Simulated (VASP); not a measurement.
Runs of VASP 6.6.1 on Cs. The structure is that of space group I4/mmm (No. 139), or close to it. The cells are those of the table. 

```tsv
cell	further INCAR settings	gap on the mesh (eV)	pressure (GPa)
a = 5.369 Å, angles 111.5, 105.5, 111.5°, 1 atom	ALGO = Fast; EDIFF = 1e-06; NBANDS = 10	none	(a)
a = 5.046 Å, angles 106.4, 115.8, 106.4°, 1 atom	ALGO = Fast; EDIFF = 1e-06; NBANDS = 10	none	0.5
a = 4.987 Å, angles 105.4, 118.0, 105.4°, 1 atom	ALGO = Fast; EDIFF = 1e-07; NBANDS = 10	none	(b)
a = 5.171 Å, angles 108.5, 111.5, 108.5°, 1 atom	ALGO = Fast; EDIFF = 1e-06; NBANDS = 10	none	0.2
a = 5.108 Å, angles 107.4, 113.6, 107.4°, 1 atom	ALGO = Fast; EDIFF = 1e-06; NBANDS = 10	none	0.3
a = 5.509 Å, angles 113.5, 101.8, 113.5°, 1 atom	ALGO = Fast; EDIFF = 1e-06; NBANDS = 10	none	-0.1
a = 5.439 Å, angles 112.5, 103.6, 112.5°, 1 atom	ALGO = Fast; EDIFF = 1e-07; NBANDS = 10	none	-0.1
```

Alike in all rows: task single point; level PBE; potentials or basis VASP PAW PBE potentials, release 64 (Cs_sv); no spin polarisation; k mesh 12 × 12 × 12; cutoff (eV) 520; smearing gaussian 0.15 eV.

Problem. Fill in the values left out.

Solution. (a) 0.0; (b) 0.6.

Caveats: spin-orbit coupling is left out, which moves the levels of the heavy elements.

A k mesh can miss the band edges, and the runs leave out spin-orbit coupling on Cs.

A gap of «none» marks levels without a gap at the run's occupations.
